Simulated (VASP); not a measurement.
# Pt (P6_3/mmc) in VASP: notebook

The runs below take Pt through single point, with r2SCAN.

Program: VASP 6.6.1. These are calculated values, not measurements. Logs are shortened: lines on timing, memory, paths and dates and some standing lists are left out, and cuts for length are marked.

## Step 1: The cell of the first run

The structure is hexagonal, space group P6_3/mmc (No. 194). Conventional cell: a = 2.797 Å, b = 2.797 Å, c = 4.855 Å, α = 90.00°, β = 90.00°, γ = 120.00°. Pt (site symmetry -6m2) has 12 Pt at 2.80 to 2.92 Å within 3.7 Å.

This isn't the form of Pt at room conditions, which is fcc.

## Step 2: Single point, r2SCAN

The input, POSCAR:

```
Pt
1.0
    2.7969947187      0.0000000000      0.0000000000
   -1.3984973594      2.4222685948      0.0000000000
    0.0000000000      0.0000000000      4.8551956265
Pt
2
Direct
    0.6666666667      0.3333333333      0.7500000000
    0.3333333333      0.6666666667      0.2500000000
```

The input, INCAR.step1:

```
PREC = Accurate ; ENCUT = 520
ISMEAR = -1 ; SIGMA = 0.1
LREAL = False ; LASPH = True
NELM = 60 ; NBANDS = 17
GGA = PE ; ALGO = Normal
EDIFF = 1E-4 ; LWAVE = True
LCHARG = False
```

The input, INCAR.step2:

```
PREC = Accurate ; ENCUT = 520
EDIFF = 1E-7 ; ISMEAR = -1
SIGMA = 0.1 ; LREAL = False
LASPH = True ; NELM = 60
ALGO = Normal ; ISIF = 2
LWAVE = False ; LCHARG = False
METAGGA = R2SCAN ; LMIXTAU = True
NBANDS = 17 ; ISTART = 1
```

The input, KPOINTS:

```
regular mesh
0
Gamma
  12 12 6
```

Potentials or basis: VASP PAW PBE potentials, release 64 (Pt).

Started as:

```console
$ cat potpaw_PBE.64/Pt/POTCAR > POTCAR
$ cp INCAR.step1 INCAR
$ mpirun -np 1 vasp_std > vasp.out
$ cp INCAR.step2 INCAR
$ mpirun -np 1 vasp_std > vasp.out
```

OUTCAR:

```text
PREC = Accurate
   ENCUT = 520
   EDIFF = 1E-7
   ISMEAR = -1
   LREAL = False
   LASPH = True
   NELM = 60
   ISIF = 2
   METAGGA = R2SCAN
   ISTART = 1

 ion  position               nearest neighbor table
   1  0.667  0.333  0.750-   2 2.92   2 2.92   2 2.92   2 2.92   2 2.92   2 2.92
   2  0.333  0.667  0.250-   1 2.92   1 2.92   1 2.92   1 2.92   1 2.92   1 2.92

  LATTYP: Found a hexagonal cell.
 ALAT       =     2.7969947187
 C/A-ratio  =     1.7358615639

  Lattice vectors:

 A1 = (   2.7969947187,   0.0000000000,   0.0000000000)
 A2 = (  -1.3984973594,   2.4222685948,   0.0000000000)
 A3 = (   0.0000000000,   0.0000000000,   4.8551956265)

Analysis of symmetry for initial positions (statically):
=====================================================================
 Subroutine PRICEL returns:
 Original cell was already a primitive cell.

 Routine SETGRP: Setting up the symmetry group for a
 hexagonal supercell.

 Subroutine GETGRP returns: Found 24 space group operations
 (whereof 12 operations were pure point group operations)
 out of a pool of 24 trial point group operations.

The static configuration has the point symmetry D_3d.
 The point group associated with its full space group is D_6h.

Analysis of symmetry for dynamics (positions and initial velocities):
=====================================================================
 Subroutine PRICEL returns:
 Original cell was already a primitive cell.

 Routine SETGRP: Setting up the symmetry group for a
 hexagonal supercell.

 Subroutine GETGRP returns: Found 24 space group operations
 (whereof 12 operations were pure point group operations)
 out of a pool of 24 trial point group operations.

The dynamic configuration has the point symmetry D_3d.
 The point group associated with its full space group is D_6h.

 Subroutine INISYM returns: Found 24 space group operations
 (whereof 12 operations are pure point group operations),
 and found     1 'primitive' translations

----------------------------------------------------------------------------------------

                                     Primitive cell

  volume of cell :      32.8943

  direct lattice vectors                    reciprocal lattice vectors
     2.796994719  0.000000000  0.000000000     0.357526596  0.206418067  0.000000000
    -1.398497359  2.422268595  0.000000000     0.000000000  0.412836133  0.000000000
     0.000000000  0.000000000  4.855195626     0.000000000  0.000000000  0.205964924

  length of vectors
     2.796994719  2.796994818  4.855195626     0.412836148  0.412836133  0.205964924

  position of ions in fractional coordinates (direct lattice)
     0.666666667  0.333333333  0.750000000
     0.333333333  0.666666667  0.250000000

  ion indices of the primitive-cell ions
   primitive index   ion index
                 1           1
                 2           2

----------------------------------------------------------------------------------------

 KPOINTS: regular mesh

Automatic generation of k-mesh.
 Grid dimensions read from file:
 generate k-points for:   12   12    6

 Generating k-lattice:

  Cartesian coordinates                     Fractional coordinates (reciprocal lattice)
     0.029793883  0.017201506  0.000000000     0.083333333 -0.000000000  0.000000000
     0.000000000  0.034403011  0.000000000     0.000000000  0.083333333  0.000000000
     0.000000000  0.000000000  0.034327487     0.000000000  0.000000000  0.166666667

  Length of vectors
     0.034403012  0.034403011  0.034327487

  Shift w.r.t. Gamma in fractional coordinates (k-lattice)
     0.000000000  0.000000000  0.000000000

 Subroutine IBZKPT returns following result:
 ===========================================

 Found     76 irreducible k-points:

 Following reciprocal coordinates:
            Coordinates               Weight
  0.000000  0.000000  0.000000      1.000000
  0.083333  0.000000  0.000000      6.000000
  0.166667  0.000000  0.000000      6.000000
  0.250000  0.000000  0.000000      6.000000
  0.333333  0.000000  0.000000      6.000000
  0.416667  0.000000  0.000000      6.000000
[... 16 lines left out ...]
  0.250000  0.000000  0.166667     12.000000
  0.333333  0.000000  0.166667     12.000000
 [... further k-points ...]
   k-points           NKPTS =     76   k-points in BZ     NKDIM =     76   number of bands    NBANDS=     17
   number of dos      NEDOS =    301   number of ions     NIONS =      2
   total plane-waves  NPLWV =  20736
   dimension x,y,z NGX =    24 NGY =   24 NGZ =   36
   dimension x,y,z NGXF=    48 NGYF=   48 NGZF=   72
   ions per type =               2
   NGX,Y,Z   is equivalent  to a cutoff of  14.26, 14.26, 12.33 a.u.
   NGXF,Y,Z  is equivalent  to a cutoff of  28.53, 28.53, 24.65 a.u.
 SYSTEM =  unknown system
   PREC   = accura    normal or accurate (medium, high low for compatibility)
   ISTART =      1    job   : 0-new  1-cont  2-samecut
   ICHARG =      0    charge: 1-file 2-atom 10-const
   ISPIN  =      1    spin polarized calculation?
   LNONCOLLINEAR =      F non collinear calculations
   LSORBIT =      F    spin-orbit coupling
   LASPH  =      T    aspherical Exc in radial PAW
   ENCUT  =  520.0 eV  38.22 Ry    6.18 a.u.   5.20  5.20  9.03*2*pi/ulx,y,z
   NELM   =     60;   NELMIN=  2; NELMDL=  0     # of ELM steps
   EDIFF  = 0.1E-06   stopping-criterion for ELM
   LREAL  =      F    real-space projection
   EDIFFG = 0.1E-05   stopping-criterion for IOM
   NSW    =      0    number of steps for IOM
   IBRION =     -1    ionic relax: 0-MD 1-quasi-New 2-CG
   NFREE  =      0    steps in history (QN), initial steepest desc. (CG)
   ISIF   =      2    stress and relaxation
   ISYM   =      2    0-nonsym 1-usesym 2-fastsym
   POTIM  = 0.5000    time-step for ionic-motion
   TEBEG  =    0.0;   TEEND  =   0.0 temperature during run
   PSTRESS=    0.0 pullay stress
   NELECT =      20.0000    total number of electrons
   NUPDOWN=      -1.0000    fix difference up-down
   EMIN   =  10.00;   EMAX   =-10.00  energy-range for DOS
   EFERMI =   0.00;   METHOD = LEGACY
   ISMEAR =    -1;   SIGMA  =   0.10  broadening in eV -4-tet -1-fermi 0-gaus
   EFERMI_NEDOS =   21; number of points for ismear=-14 and -15
   IALGO  =     38    algorithm
   IMIX   =      4    mixing-type and parameters
     AMIX     =   0.40;   BMIX     =  1.00
     AMIX_MAG =   1.60;   BMIX_MAG =  1.00
  volume/ion in A,a.u.               =      16.45       110.99
  Fermi-wavevector in a.u.,A,eV,Ry     =   1.386898  2.620858 26.170627  1.923487
  Thomas-Fermi vector in A             =   2.511170
   LORBIT       =      0    0 simple, 1 ext, 2 COOP (PROOUT), +10 PAW based schemes
   METAGGA = R2SCAN    functional components
   LHFCALC =     F    Hartree Fock is set to
   AEXX    =    0.0000 exact exchange contribution
   IVDW    =     0    specifies the selected vdW correction
   LEPSILON=     F    determine dielectric tensor
   LRPA    =     F    only Hartree local field effects (RPA)
 non-spin polarized calculation
  energy-cutoff  :      520.00
  volume of cell :       32.89
 maximum number of plane-waves:       897
 NGX is ok and might be reduce to    24
   NGX = 11   NGY = 11   NGZ = 19

 number of electron      19.9999996 magnetization

 Free energy of the ion-electron system (eV)
  ---------------------------------------------------
  ext. energy  EPLUGINS =         0.00000000
  ---------------------------------------------------
  free energy    TOTEN  =      -102.84176292 eV

  energy without entropy =     -102.72322694  energy(sigma->0) =     -102.78249493

 E-fermi :   9.4029     XC(G=0): -14.0148

 val. band max:        9.4027901668   @ k =   0.4167   0.0000   0.1667
 cond. band min:       9.4032261445   @ k =   0.2500   0.2500   0.0000
 fundamental gap:      0.0004359777
 Fermi energy:         9.4029371023

 k-point     1 :       0.0000    0.0000    0.0000
  band No.  band energies     occupation
      1      -0.0917      2.00000
      2       2.5267      2.00000
      3       5.6102      2.00000
      4       6.0984      2.00000
      5       6.0984      2.00000
      6       6.4438      2.00000
[... 9 lines left out ...]
     16      27.6129      0.00000
     17      31.0048      0.00000

 k-point     2 :       0.0833    0.0000    0.0000
  band No.  band energies     occupation
      1       0.1602      2.00000
      2       2.7558      2.00000
      3       5.5749      2.00000
      4       6.1031      2.00000
      5       6.2864      2.00000
      6       6.3336      2.00000
[... 9 lines left out ...]
     16      27.7964      0.00000
     17      29.7322      0.00000

 k-point     3 :       0.1667    0.0000    0.0000
  band No.  band energies     occupation
      1       0.8719      2.00000
      2       3.3340      2.00000
      3       5.3783      2.00000
      4       5.9592      2.00000
      5       6.2552      2.00000
      6       6.4839      2.00000
[... 9 lines left out ...]
     16      27.7894      0.00000
     17      27.8319      0.00000

 k-point     4 :       0.2500    0.0000    0.0000
  band No.  band energies     occupation
      1       1.8738      2.00000
      2       3.7521      2.00000
      3       5.2700      2.00000
      4       5.4639      2.00000
      5       5.7112      2.00000
      6       6.8799      2.00000
[... 9 lines left out ...]
     16      26.4533      0.00000
     17      28.4988      0.00000
[... 343 lines left out ...]
      1       1.0895      2.00000
      2       3.3293      2.00000
      3       5.4274      2.00000
      4       5.7144      2.00000
      5       5.9282      2.00000
      6       6.5567      2.00000
[... 9 lines left out ...]
     16      27.6857      0.00000
     17      28.0466      0.00000

 k-point    23 :       0.2500    0.0000    0.1667
  band No.  band energies     occupation
      1       2.0406      2.00000
      2       3.7880      2.00000
      3       5.0731      2.00000
      4       5.5156      2.00000
      5       5.5954      2.00000
      6       6.6862      2.00000
[... 9 lines left out ...]
     16      26.1311      0.00000
     17      27.3566      0.00000

 k-point    24 :       0.3333    0.0000    0.1667
  band No.  band energies     occupation
      1       2.7942      2.00000
      2       3.6404      2.00000
      3       4.6033      2.00000
      4       5.2761      2.00000
      5       6.2912      2.00000
      6       6.7436      2.00000
[... 9 lines left out ...]
     16      24.3236      0.00000
     17      25.8854      0.00000

 [... further k-points ...]

------------------------ aborting loop because EDIFF is reached ----------------------------------------

  FORCE on cell =-STRESS in cart. coord.  units (eV):
  Direction    XX          YY          ZZ          XY          YZ          ZX
  --------------------------------------------------------------------------------------
  -------------------------------------------------------------------------------------
  Total       -2.9333960     -2.9333962     -2.6328710      0.0000000     -0.0000000      0.0000000
  in kB     -142.8764319   -142.8764453   -128.2388129      0.0000000     -0.0000000      0.0000000
  external PRESSURE =    -137.9972300 kB  Pullay stress =       0.0000000 kB

 VOLUME and BASIS-vectors are now :
 -----------------------------------------------------------------------------
  energy-cutoff  :      520.00
  volume of cell :       32.89
      direct lattice vectors                 reciprocal lattice vectors
     2.796994719  0.000000000  0.000000000     0.357526596  0.206418067  0.000000000
    -1.398497359  2.422268595  0.000000000     0.000000000  0.412836133  0.000000000
     0.000000000  0.000000000  4.855195626     0.000000000  0.000000000  0.205964924

 POSITION                                       TOTAL-FORCE (eV/Angst)
 -----------------------------------------------------------------------------------
      1.39850      0.80742      3.64140         0.000000      0.000000      0.000000
     -0.00000      1.61485      1.21380        -0.000000     -0.000000      0.000000
 -----------------------------------------------------------------------------------
    total drift:                               -0.000000      0.000000     -0.000000

  FREE ENERGIE OF THE ION-ELECTRON SYSTEM (eV)
  ---------------------------------------------------
  free  energy   TOTEN  =      -102.8417629248 eV

  energy  without entropy=     -102.7232269408  energy(sigma->0) =     -102.78249493
```

Run time: 3.4 min. Hardware: 1 thread of Intel Xeon 8259CL, shared host; peak memory 0.18 GiB.

What came out:

```
Free energy            : -102.8418 eV
Pressure               : -13.8 GPa
Band gap on the k mesh : zero (bands 10 and 11 overlap by 1.29 eV)
```

Caveat: the cell stands under tension; the PAW data sets were made with another functional, which shifts forces and pressure a little; spin-orbit coupling is left out, which moves the levels of the heavy elements.

(Continued in part 2 of 2.)
